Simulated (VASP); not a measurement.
# MgSe3 (P-31m) in VASP: notebook

The runs below take MgSe3 through single point, relaxation of cell and atoms, with PBE.

Everything below comes from runs of VASP 6.6.1. Logs are shortened: lines on timing, memory, paths and dates and some standing lists are left out, and cuts for length are marked.

### Step 1. The cell of the first run

It takes space group P-31m (No. 162, trigonal). The conventional cell has a = 6.704 Å, b = 6.704 Å, c = 3.472 Å, α = 90.00°, β = 90.00°, γ = 120.00°. Within 3.3 Å of Mg (site symmetry 32) lie 12 Se at 2.49 to 3.26 Å. Within 3.3 Å of Se (site symmetry m) lie 4 Mg at 2.49 to 3.26 Å and 6 Se at 2.57 to 3.14 Å.

### Step 2. Single point, PBE

Contents of INCAR:

```
SYSTEM = MgSe3
PREC = Accurate
ENCUT = 520
EDIFF = 1E-6
ISMEAR = 0
SIGMA = 0.1
LREAL = .FALSE.
LASPH = .TRUE.
NELM = 80
ALGO = Normal
ISIF = 2
LWAVE = .FALSE.
LCHARG = .FALSE.
GGA = PE
NBANDS = 30
```

Contents of KPOINTS:

```
regular mesh
0
G
  3 3 6
  0 0 0
```

Contents of POSCAR:

```
MgSe3
1.0
    6.7043972400      0.0000000000      0.0000000000
   -3.3521986200      5.8061783200      0.0000000000
    0.0000000000      0.0000000000      3.4722813800
Mg Se
2 6
Direct
    0.3333333300      0.6666666700      0.5000000000
    0.6666666700      0.3333333300      0.5000000000
    0.3333333300      0.3333333300      0.1832054000
    0.0000000000      0.6666666700      0.1832054000
    0.6666666700      0.0000000000      0.1832054000
    0.0000000000      0.3333333300      0.8167946000
    0.6666666700      0.6666666700      0.8167946000
    0.3333333300      0.0000000000      0.8167946000
```

Potentials or basis: VASP PAW PBE potentials, release 64 (Mg, Se).

On the command line:

```bash
$ cat potpaw_PBE.64/Mg/POTCAR potpaw_PBE.64/Se/POTCAR > POTCAR
$ mpirun -np 1 vasp_std > vasp.out
```

OUTCAR:

```text
SYSTEM = MgSe3
   PREC = Accurate
   ENCUT = 520
   EDIFF = 1E-6
   ISMEAR = 0
   LREAL = .FALSE.
   LASPH = .TRUE.
   NELM = 80
   ISIF = 2
   GGA = PE

 ion  position               nearest neighbor table
   1  0.333  0.667  0.500-   8 2.49   4 2.49   6 2.49   5 2.49   3 2.49   7 2.49
   2  0.667  0.333  0.500-   5 2.49   6 2.49   4 2.49   8 2.49   7 2.49   3 2.49
   3  0.333  0.333  0.183-   1 2.49   2 2.49   8 2.57   6 2.57   7 2.57
   4  0.000  0.667  0.183-   1 2.49   2 2.49   8 2.57   7 2.57   6 2.57
   5  0.667  0.000  0.183-   2 2.49   1 2.49   6 2.57   7 2.57   8 2.57
   6  0.000  0.333  0.817-   2 2.49   1 2.49   5 2.57   3 2.57   4 2.57
   7  0.667  0.667  0.817-   2 2.49   1 2.49   5 2.57   4 2.57   3 2.57
   8  0.333  0.000  0.817-   1 2.49   2 2.49   3 2.57   4 2.57   5 2.57

  LATTYP: Found a hexagonal cell.
 ALAT       =     6.7043972400
 C/A-ratio  =     0.5179110449

  Lattice vectors:

 A1 = (   6.7043972400,   0.0000000000,   0.0000000000)
 A2 = (  -3.3521986200,   5.8061783200,   0.0000000000)
 A3 = (   0.0000000000,   0.0000000000,   3.4722813800)

Analysis of symmetry for initial positions (statically):
=====================================================================
 Subroutine PRICEL returns:
 Original cell was already a primitive cell.

 Routine SETGRP: Setting up the symmetry group for a
 hexagonal supercell.

 Subroutine GETGRP returns: Found 12 space group operations
 (whereof 12 operations were pure point group operations)
 out of a pool of 24 trial point group operations.

The static configuration has the point symmetry D_3d.

Analysis of symmetry for dynamics (positions and initial velocities):
=====================================================================
 Subroutine PRICEL returns:
 Original cell was already a primitive cell.

 Routine SETGRP: Setting up the symmetry group for a
 hexagonal supercell.

 Subroutine GETGRP returns: Found 12 space group operations
 (whereof 12 operations were pure point group operations)
 out of a pool of 24 trial point group operations.

The dynamic configuration has the point symmetry D_3d.

 Subroutine INISYM returns: Found 12 space group operations
 (whereof 12 operations are pure point group operations),
 and found     1 'primitive' translations

----------------------------------------------------------------------------------------

                                     Primitive cell

  volume of cell :     135.1652

  direct lattice vectors                    reciprocal lattice vectors
     6.704397240  0.000000000  0.000000000     0.149155840  0.086115164  0.000000000
    -3.352198620  5.806178320  0.000000000     0.000000000  0.172230329  0.000000000
     0.000000000  0.000000000  3.472281380     0.000000000  0.000000000  0.287995093

  length of vectors
     6.704397240  6.704397234  3.472281380     0.172230328  0.172230329  0.287995093

  position of ions in fractional coordinates (direct lattice)
     0.333333330  0.666666670  0.500000000
     0.666666670  0.333333330  0.500000000
     0.333333330  0.333333330  0.183205400
     0.000000000  0.666666670  0.183205400
     0.666666670  0.000000000  0.183205400
     0.000000000  0.333333330  0.816794600
     0.666666670  0.666666670  0.816794600
     0.333333330  0.000000000  0.816794600

  ion indices of the primitive-cell ions
   primitive index   ion index
                 1           1
                 2           2
                 3           3
                 4           4
                 5           5
                 6           6
                 7           7
                 8           8

----------------------------------------------------------------------------------------

 KPOINTS: regular mesh

Automatic generation of k-mesh.
 Grid dimensions read from file:
 generate k-points for:    3    3    6

 Generating k-lattice:

  Cartesian coordinates                     Fractional coordinates (reciprocal lattice)
     0.049718613  0.028705055  0.000000000     0.333333333  0.000000000  0.000000000
[... 46 lines left out ...]
 non-spin polarized calculation
 Gauss-broadening in eV      SIGMA  =   0.10
  energy-cutoff  :      520.00
  volume of cell :      135.17
 maximum number of plane-waves:      3667
 NGX is ok and might be reduce to    50
   NGX = 25   NGY = 25   NGZ = 13

 number of electron      40.0000000 magnetization

 Free energy of the ion-electron system (eV)
  ---------------------------------------------------
  ext. energy  EPLUGINS =         0.00000000
  ---------------------------------------------------
  free energy    TOTEN  =       -20.15960703 eV

  energy without entropy =      -20.13554830  energy(sigma->0) =      -20.14757766

 E-fermi :   7.0009     XC(G=0): -10.7713

 val. band max:        6.9849541338   @ k =  -0.3333  -0.3333   0.1667
 cond. band min:       7.0739307202   @ k =  -0.3333  -0.3333   0.1667
 fundamental gap:      0.0889765865
 Fermi energy:         7.0009448144

 k-point     1 :       0.0000    0.0000    0.0000
  band No.  band energies     occupation
      1     -10.3754      2.00000
      2      -7.7383      2.00000
      3      -7.7383      2.00000
      4      -7.4416      2.00000
      5      -7.4416      2.00000
      6      -3.3953      2.00000
[... 22 lines left out ...]
     29      12.4759      0.00000
     30      12.5955      0.00000

 k-point     2 :       0.3333   -0.0000    0.0000
  band No.  band energies     occupation
      1      -9.9958      2.00000
      2      -8.9260      2.00000
      3      -8.4073      2.00000
      4      -6.7986      2.00000
      5      -6.0825      2.00000
      6      -4.3097      2.00000
[... 22 lines left out ...]
     29      12.3601      0.00000
     30      13.6777      0.00000

 k-point     3 :       0.3333    0.3333    0.0000
  band No.  band energies     occupation
      1      -9.3501      2.00000
      2      -9.3501      2.00000
      3      -9.1220      2.00000
      4      -5.6955      2.00000
      5      -5.6102      2.00000
      6      -5.6102      2.00000
[... 352 lines left out ...]
     29      13.6364      0.00000
     30      13.7424      0.00000

 k-point    14 :       0.3333    0.3333    0.5000
  band No.  band energies     occupation
      1      -8.0169      2.00000
      2      -8.0169      2.00000
      3      -7.8830      2.00000
      4      -6.0251      2.00000
      5      -6.0251      2.00000
      6      -5.9275      2.00000
[... 22 lines left out ...]
     29      13.5740      0.00000
     30      13.7163      0.00000

------------------------ aborting loop because EDIFF is reached ----------------------------------------

  FORCE on cell =-STRESS in cart. coord.  units (eV):
  Direction    XX          YY          ZZ          XY          YZ          ZX
  --------------------------------------------------------------------------------------
  -------------------------------------------------------------------------------------
  Total       30.4171218     30.4171217     24.6961044      0.0000000      0.0000000     -0.0000000
  in kB      360.5484882    360.5484874    292.7345711      0.0000000      0.0000000     -0.0000000
  external PRESSURE =     337.9438489 kB  Pullay stress =       0.0000000 kB

 VOLUME and BASIS-vectors are now :
 -----------------------------------------------------------------------------
  energy-cutoff  :      520.00
  volume of cell :      135.17
      direct lattice vectors                 reciprocal lattice vectors
     6.704397240  0.000000000  0.000000000     0.149155840  0.086115164  0.000000000
    -3.352198620  5.806178320  0.000000000     0.000000000  0.172230329  0.000000000
     0.000000000  0.000000000  3.472281380     0.000000000  0.000000000  0.287995093

 POSITION                                       TOTAL-FORCE (eV/Angst)
 -----------------------------------------------------------------------------------
     -0.00000      3.87079      1.73614        -0.000000      0.000000      0.000000
      3.35220      1.93539      1.73614        -0.000000      0.000000      0.000000
      1.11740      1.93539      0.63614        -0.196057     -0.339581      1.078846
     -2.23480      3.87079      0.63614        -0.196057      0.339581      1.078846
      4.46960      0.00000      0.63614         0.392115      0.000000      1.078846
     -1.11740      1.93539      2.83614         0.196057     -0.339581     -1.078846
      2.23480      3.87079      2.83614         0.196057      0.339581     -1.078846
      2.23480      0.00000      2.83614        -0.392115      0.000000     -1.078846
 -----------------------------------------------------------------------------------
    total drift:                                0.000000      0.000000      0.000000

  FREE ENERGIE OF THE ION-ELECTRON SYSTEM (eV)
  ---------------------------------------------------
  free  energy   TOTEN  =       -20.1596070286 eV

  energy  without entropy=      -20.1355482985  energy(sigma->0) =      -20.14757766
```

Wall time 36 s (1 thread of AMD EPYC 9R45 (Zen 5), shared host); peak memory 0.23 GiB.

What came out:

```
Free energy            : -20.1596 eV
Pressure               : 33.8 GPa
Largest force          : 1.148 eV/Å
Band gap on the k mesh : zero (bands 20 and 21 overlap by 1.49 eV)
```

Forces on the atoms (eV/Å):
```
Mg   0.000  0.000  0.000
Mg   0.000  0.000  0.000
Se  -0.196 -0.340  1.079
Se  -0.196  0.340  1.079
Se   0.392  0.000  1.079
Se   0.196 -0.340 -1.079
Se   0.196  0.340 -1.079
Se  -0.392  0.000 -1.079
```

Levels at points of the mesh, in eV from the Fermi level:
```csv
k point,band 18,band 19,band 20,band 21,band 22,band 23
"(0.00, 0.00, 0.00)",-0.95,-0.95,-0.13,-0.13,-0.13,1.06
"(0.00, 0.00, 0.50)",-1.98,-1.48,-1.48,1.58,1.58,1.93
```

Caveat: the k points lie up to 0.36 Å⁻¹ apart, too coarse for converged energies and pressures of a metal; forces of over 1 eV/Å act on the atoms, so gaps and moduli don't describe the material at rest.

### Step 3. Single point, PBE

This run uses another cell than the first one, of 31.64 Å³/atom.

Contents of INCAR:

```
ALGO = Normal ; EDIFF = 1E-7
ENCUT = 520 ; GGA = PE
ISIF = 2 ; ISMEAR = 0
LASPH = T ; LCHARG = F
LREAL = F ; LWAVE = F
NBANDS = 30 ; NELM = 60
PREC = Accurate ; SIGMA = 0.1
```

Contents of KPOINTS:

```
k-points
0
Gamma
  3 3 6
```

Contents of POSCAR:

```
MgSe3
1.0
    7.8826082564      0.0000000000      0.0000000000
   -3.9413041282      6.8265389981      0.0000000000
    0.0000000000      0.0000000000      4.7037559673
Mg Se
2 6
Direct
    0.3333333333      0.6666666667      0.5000000000
    0.6666666667      0.3333333333      0.5000000000
    0.4151747231      0.4151747231      0.2053135254
    0.0000000000      0.5848252769      0.2053135254
    0.5848252769      0.0000000000      0.2053135254
    0.0000000000      0.4151747231      0.7946864746
    0.5848252769      0.5848252769      0.7946864746
    0.4151747231      0.0000000000      0.7946864746
```

Potentials or basis: VASP PAW PBE potentials, release 64 (Mg, Se).

On the command line:

```bash
$ cat potpaw_PBE.64/Mg/POTCAR potpaw_PBE.64/Se/POTCAR > POTCAR
$ mpirun -np 1 vasp_std > vasp.out
```

It took 79 s on 1 thread of AMD EPYC 9R45 (Zen 5), shared host; peak memory 0.34 GiB.

The run converged. Its results:

- Free energy: -27.6471 eV
- Pressure: 0.0 GPa
- Largest force: 0.065 eV/Å
- Band gap on the k mesh: zero (bands 20 and 21 overlap by 1.87 eV)

Forces on the atoms (eV/Å):
```
Mg   0.000  0.000  0.000
Mg   0.000  0.000  0.000
Se  -0.016 -0.028  0.056
Se  -0.016  0.028  0.056
Se   0.033  0.000  0.056
Se   0.016 -0.028 -0.056
Se   0.016  0.028 -0.056
Se  -0.033  0.000 -0.056
```

Stress tensor (GPa, compression positive):
```
-0.06  0.00  0.00
 0.00 -0.06  0.00
 0.00  0.00  0.09
```

Levels at points of the mesh, in eV from the Fermi level:
| k point | band 18 | band 19 | band 20 | band 21 | band 22 | band 23 |
| --- | --- | --- | --- | --- | --- | --- |
| (0.00, 0.00, 0.00) | -1.37 | -1.27 | -0.90 | -0.90 | 1.53 | 1.53 |
| (0.00, 0.00, 0.50) | -1.42 | 0.05 | 0.97 | 0.97 | 1.53 | 2.62 |

### Step 4. Relaxation of cell and atoms, PBE

Contents of INCAR:

```
SYSTEM = MgSe3
ALGO = Normal ; EDIFF = 1E-6
EDIFFG = -0.04 ; ENCUT = 600
GGA = PE ; IBRION = 2
ISIF = 3 ; ISMEAR = 0
LASPH = .True. ; LCHARG = .False.
LREAL = .False. ; LWAVE = .False.
NELM = 60 ; NSW = 90
PREC = Accurate ; SIGMA = 0.1
```

Contents of KPOINTS:

```
k-points
0
Gamma
  3 3 6
  0 0 0
```

Contents of POSCAR:

```
MgSe3
1.0
    6.7043972400      0.0000000000      0.0000000000
   -3.3521986200      5.8061783200      0.0000000000
    0.0000000000      0.0000000000      3.4722813800
Mg Se
2 6
Direct
    0.3333333300      0.6666666700      0.5000000000
    0.6666666700      0.3333333300      0.5000000000
    0.3333333300      0.3333333300      0.1832054000
    0.0000000000      0.6666666700      0.1832054000
    0.6666666700      0.0000000000      0.1832054000
    0.0000000000      0.3333333300      0.8167946000
    0.6666666700      0.6666666700      0.8167946000
    0.3333333300      0.0000000000      0.8167946000
```

On the command line:

```bash
$ cat potpaw_PBE.64/Mg/POTCAR potpaw_PBE.64/Se/POTCAR > POTCAR
$ mpirun -np 1 vasp_std > vasp.out
```

Wall time 13 min (1 thread of AMD EPYC 9R45 (Zen 5), shared host); peak memory 0.27 GiB.

The run converged. Its results:

* Free energy: -27.6367 eV
* Relaxed volume: 31.37 Å³/atom
* Relaxed cell: a = 7.859 Å, b = 7.859 Å, c = 4.692 Å, α = 90.00°, β = 90.00°, γ = 120.00°
* Space group after relaxing (to 0.1 Å): P-31m (No. 162)
* Energy gained by relaxing: 934.5 meV/atom
* Ionic steps: 29
* Pressure after relaxing: 0.0 GPa
* Largest force after relaxing: 0.015 eV/Å
* Band gap on the k mesh: zero (bands 20 and 21 overlap by 1.91 eV)

Forces in eV/Å, atoms in the order of the input:
```
Mg   0.000  0.000  0.000
Mg   0.000  0.000  0.000
Se   0.007  0.013 -0.002
Se   0.007 -0.013 -0.002
Se  -0.015  0.000 -0.002
Se  -0.007  0.013  0.002
Se  -0.007 -0.013  0.002
Se   0.015  0.000  0.002
```

Step by step:
```csv
step,energy change (eV),largest force (eV/Å),pressure (GPa),volume (Å³)
1,0.0000,1.1476,33.79,135.17
2,-3.4500,0.7351,-6.04,217.48
3,-4.1705,0.6726,0.18,184.60
4,-4.1710,0.6734,-0.14,185.69
5,-4.3411,0.6416,-0.05,186.70
6,-4.7689,0.4525,0.40,189.41
7,-4.4062,1.0756,3.77,193.54
8,-4.8384,0.4612,1.05,190.83
9,-4.9863,0.6167,-0.28,199.80
10,-5.3538,1.4376,-2.88,227.90
11,-5.3031,1.4073,-5.34,289.70
12,-5.6064,1.7787,-3.48,239.37
13,-5.6992,1.6524,-4.63,263.92
14,-5.6968,1.7812,-3.90,246.89
15,-5.7138,1.7763,-3.93,247.76
16,-5.7609,1.7576,-4.04,250.37
17,-5.8357,1.7026,-4.22,255.63
18,-5.9027,1.5496,-4.51,266.31
19,-6.0145,1.5174,-4.37,265.67
20,-6.3338,1.3880,-3.91,263.74
21,-6.8633,0.9375,-2.73,259.90
22,-7.0653,1.1649,1.36,252.27
23,-7.1668,0.0453,-0.81,255.66
24,-7.1760,0.1730,-0.43,254.98
25,-7.2247,0.1783,-0.37,254.56
26,-7.3511,0.1776,-0.19,253.23
27,-7.4732,0.1236,0.24,250.22
28,-7.4741,0.1144,0.29,249.88
29,-7.4762,0.0148,-0.01,250.98
```

Final structure:
```cif
data_structure
_symmetry_space_group_name_H-M 'P 1'
_symmetry_Int_Tables_number 1
_cell_length_a 7.8587
_cell_length_b 7.8587
_cell_length_c 4.6925
_cell_angle_alpha 90.000
_cell_angle_beta 90.000
_cell_angle_gamma 120.000
_cell_volume 250.98
loop_
_atom_site_label
_atom_site_type_symbol
_atom_site_fract_x
_atom_site_fract_y
_atom_site_fract_z
_atom_site_occupancy
Mg1 Mg 0.33333 0.66667 0.50000 1
Mg2 Mg 0.66667 0.33333 0.50000 1
Se1 Se 0.41353 0.41353 0.20470 1
Se2 Se 0.00000 0.58647 0.20470 1
Se3 Se 0.58647 0.00000 0.20470 1
Se4 Se 0.00000 0.41353 0.79530 1
Se5 Se 0.58647 0.58647 0.79530 1
Se6 Se 0.41353 0.00000 0.79530 1
```

Levels at points of the mesh, in eV from the Fermi level:
```csv
k point,band 18,band 19,band 20,band 21,band 22,band 23
"(0.00, 0.00, 0.00)",-1.40,-1.27,-0.94,-0.94,1.47,1.47
"(0.00, 0.00, 0.50)",-1.42,0.00,0.97,0.97,1.49,2.61
```

Caveat: the k points lie up to 0.31 Å⁻¹ apart in the final cell, too coarse for converged energies and pressures of a metal; the volume moved by over 15 % at a fixed basis, so the end points are rough.

### Step 5. Single point, PBE

This run uses another cell than the first one, of 32.39 Å³/atom.

Contents of INCAR:

```
PREC = Accurate
ENCUT = 520
EDIFF = 1E-6
ISMEAR = 0
SIGMA = 0.1
LREAL = F
LASPH = T
NELM = 100
ALGO = Normal
ISIF = 2
LWAVE = F
LCHARG = F
GGA = PE
NBANDS = 30
```

Contents of KPOINTS:

```
Automatic mesh
0
Gamma
  6 6 8
```

Contents of POSCAR:

```
MgSe3
1.0
    7.9794033317      0.0000000000      0.0000000000
   -3.9897016659      6.9103659923      0.0000000000
    0.0000000000      0.0000000000      4.6995867804
Mg Se
2 6
Direct
    0.3333333333      0.6666666667      0.5000000000
    0.6666666667      0.3333333333      0.5000000000
    0.4231779249      0.4231779249      0.2170964085
    0.0000000000      0.5768220751      0.2170964085
    0.5768220751      0.0000000000      0.2170964085
    0.0000000000      0.4231779249      0.7829035915
    0.5768220751      0.5768220751      0.7829035915
    0.4231779249      0.0000000000      0.7829035915
```

On the command line:

```bash
$ cat potpaw_PBE.64/Mg/POTCAR potpaw_PBE.64/Se/POTCAR > POTCAR
$ mpirun -np 1 vasp_std > vasp.out
```

Run time: 3.3 min. Hardware: 1 thread of AMD EPYC 9R45 (Zen 5), shared host; peak memory 0.49 GiB.

Results (log left out):

```yaml
Free_energy: -27.7705 eV
Pressure: 0.0 GPa
Largest_force: 0.028 eV/Å
Band_gap_on_the_k_mesh: zero (bands 20 and 21 overlap by 1.91 eV)
```

Forces in eV/Å, atoms in the order of the input:
```
Mg   0.000  0.000  0.000
Mg   0.000  0.000  0.000
Se  -0.006 -0.010  0.026
Se  -0.006  0.010  0.026
Se   0.012  0.000  0.026
Se   0.006 -0.010 -0.026
Se   0.006  0.010 -0.026
Se  -0.012  0.000 -0.026
```

Stress tensor (GPa, compression positive):
```
-0.05  0.00  0.00
 0.00 -0.05  0.00
 0.00  0.00  0.05
```

Levels at points of the mesh, in eV from the Fermi level:
| k point | band 18 | band 19 | band 20 | band 21 | band 22 | band 23 | band 24 | band 25 |
| --- | --- | --- | --- | --- | --- | --- | --- | --- |
| (0.00, 0.00, 0.00) | -1.40 | -1.40 | -0.90 | -0.90 | 1.56 | 1.56 | 1.61 | 2.73 |
| (0.50, 0.00, 0.00) | -1.36 | -0.83 | -0.82 | -0.64 | 1.55 | 1.93 | 2.30 | 3.16 |
| (0.00, 0.00, 0.50) | -1.70 | 0.26 | 0.95 | 0.95 | 1.43 | 2.33 | 2.33 | 3.09 |
| (0.50, 0.00, 0.50) | -1.80 | 0.55 | 0.74 | 0.93 | 1.82 | 2.06 | 2.28 | 3.88 |

### Step 6. Summary

```tsv
task	cell	k mesh	cutoff (eV)	gap on the mesh (eV)	pressure (GPa)	largest force (eV/Å)
single point	a = 6.704, b = 6.704, c = 3.472 Å, angles 90.0, 90.0, 120.0°, 8 atoms, atomic positions A	3 × 3 × 6	520	none	33.8	1.15
single point	a = 7.883, b = 7.883, c = 4.704 Å, angles 90.0, 90.0, 120.0°, 8 atoms, atomic positions B	3 × 3 × 6	520	none	0.0	0.06
relaxation of cell and atoms	relaxed from a = 6.704, b = 6.704, c = 3.472 Å, angles 90.0, 90.0, 120.0°, 8 atoms, atomic positions A	3 × 3 × 6	600	none	0.0	0.01
single point	a = 7.979, b = 7.979, c = 4.700 Å, angles 90.0, 90.0, 120.0°, 8 atoms, atomic positions C	6 × 6 × 8	520	none	0.0	0.03
```

Alike in all rows: level PBE; potentials or basis VASP PAW PBE potentials, release 64 (Mg, Se); no spin polarisation; smearing gaussian 0.1 eV.

Caveats: some runs use coarse meshes; forces of over 1 eV/Å act on the atoms, so gaps and moduli don't describe the material at rest (at least some runs); the volume moved by over 15 % at a fixed basis, so the end points are rough (at least some runs).

Absolute energies hang on the potentials; compare differences alone.
